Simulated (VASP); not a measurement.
A run of VASP 6.6.1 is set up as follows.

File INCAR:

```
SYSTEM = Cd
PREC = Accurate
ENCUT = 520
EDIFF = 1E-8
ISMEAR = 1
SIGMA = 0.0027
LREAL = .FALSE.
LASPH = .TRUE.
NELM = 100
ALGO = Normal
ISIF = 2
LWAVE = .FALSE.
LCHARG = .FALSE.
GGA = RE
LEFG = .TRUE.
NBANDS = 12
```

KPOINTS

```
Automatic mesh
0
G
  6 6 6
  0 0 0
```

The input POSCAR:

```
Cd
1.0
    1.6080291515      0.9283960635      2.4492874100
   -1.6080291515      0.9283960635      2.4492874100
    0.0000000000     -1.8567921270      2.4492874100
Cd
1
Direct
    0.0000000000      0.0000000000      0.0000000000
```

Potentials or basis: VASP PAW PBE potentials, release 64 (Cd).

Run with:

```bash
$ cat potpaw_PBE.64/Cd/POTCAR > POTCAR
$ mpirun -np 1 vasp_std > vasp.out
```

Problem. Predict the band gap on the k mesh.

Solution. Zero (band 6 reaches 3.45 eV, above the bottom of band 7 at 1.33 eV).

Problem. What does it give for the pressure?

Solution. 5.3 GPa.

Stress tensor (GPa, compression positive):
```
 8.12  0.00  0.00
 0.00  8.12  0.00
 0.00  0.00 -0.45
```

Caveat: the k points lie up to 0.40 Å⁻¹ apart; without QUAD_EFG the Cq values of the log hold for a quadrupole moment of 1 mb, not for the nuclei; the PAW data sets were made with another functional, which shifts forces and pressure a little.
